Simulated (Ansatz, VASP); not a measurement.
Two plane-wave programs on BaTe

```
Ba Te
1.0
     4.26247    0.00000    0.00000
     0.00000    4.24115    0.00000
     0.00000    0.00000    4.26247
Ba Te
1 1
Direct
  0.00000 0.00000 0.00000
  0.50000 0.50000 0.50000
```

Change from the starting cell: strain -0.0050 x Voigt [0, 1, 0, 0, 0, 0], atoms carried along.

Alike in both runs: task single point; functional PBEsol; k mesh 6 × 6 × 6; occupations gaussian, width 0.05 eV; no spin polarisation.

|  | VASP | Ansatz |
| --- | --- | --- |
| version | VASP 6.6.1 | Ansatz 0.2.0 |
| potentials or method | VASP PAW PBE potentials, release 64 (Ba_sv, Te), cutoff 520 eV | scalar-relativistic, plane waves, PAW |
| valence electrons in the cell | 16 | 26 |

|  | VASP | Ansatz | Ansatz less VASP |
| --- | --- | --- | --- |
| gap on the k mesh at the Fermi level (eV) | 0.67 | 0.77 | +0.102 |
| least direct gap on the mesh (eV) | 0.84 | 0.94 | +0.100 |
| pressure (GPa) | -1.6 | -2.1 | -0.49 |
| traceless stress, the component that is largest in VASP (GPa) | 0.24 | 0.24 | -0.001 |

VASP's potentials were made for PBE, not for PBEsol. VASP's potentials hold 16 valence electrons a cell and Ansatz's 26, so a difference there can come from the potentials and not from the codes.

Neither program's run includes spin-orbit coupling.
